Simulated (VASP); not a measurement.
Sn2H:

```
CELL_PARAMETERS angstrom
3.47867 0.00000 0.00000
-1.73934 3.01262 0.00000
0.00000 0.00000 12.55216
ATOMIC_POSITIONS crystal
Sn 0.00000 0.00000 0.74206
Sn 0.00000 0.00000 0.25794
Sn 0.00000 0.00000 0.50000
Sn 0.00000 0.00000 0.00000
H 0.33333 0.66667 0.50000
H 0.66667 0.33333 0.50000
```

The cell was generated, and may not be a known phase.

```yaml
Program: VASP 6.6.1
Task: relaxation of cell and atoms
Functional: PBE
Potentials_or_basis: VASP PAW PBE potentials, release 64 (Sn_d, H)
Cutoff: 600 eV
k_mesh: 12 × 12 × 4
Occupations: gaussian, width 0.1 eV
Spin: no spin polarisation
```

At the start: pressure -0.2 GPa; volume 21.92 Å³/atom.

Problem. Where does the relaxation end?

Solution. Over 9 steps the energy falls by 8.1 meV/atom and the volume is 21.65 Å³/atom (-1.3 %); space group P6/mmm (No. 191, to 0.1 Å) before and after.

Step by step:
```tsv
step	energy change (eV)	largest force (eV/Å)	pressure (GPa)	volume (Å³)
1	0.0000	0.1718	-0.18	131.55
2	-0.0340	0.1943	-0.21	131.04
3	-0.0388	0.2001	-0.16	130.76
4	-0.0432	0.1494	-0.06	130.23
5	-0.0472	0.0522	0.24	129.23
6	-0.0472	0.0414	0.24	129.12
7	-0.0483	0.0065	-0.03	129.95
8	-0.0483	0.0112	-0.01	129.88
9	-0.0484	0.0043	-0.02	129.88
```

Final structure:
```
Sn H
1.0
     3.50394    0.00000    0.00000
    -1.75197    3.03450    0.00000
     0.00000    0.00000   12.21552
Sn H
4 2
Direct
  0.00000 0.00000 0.74665
  0.00000 0.00000 0.25335
  0.00000 0.00000 0.50000
  0.00000 0.00000 0.00000
  0.33333 0.66667 0.50000
  0.66667 0.33333 0.50000
```
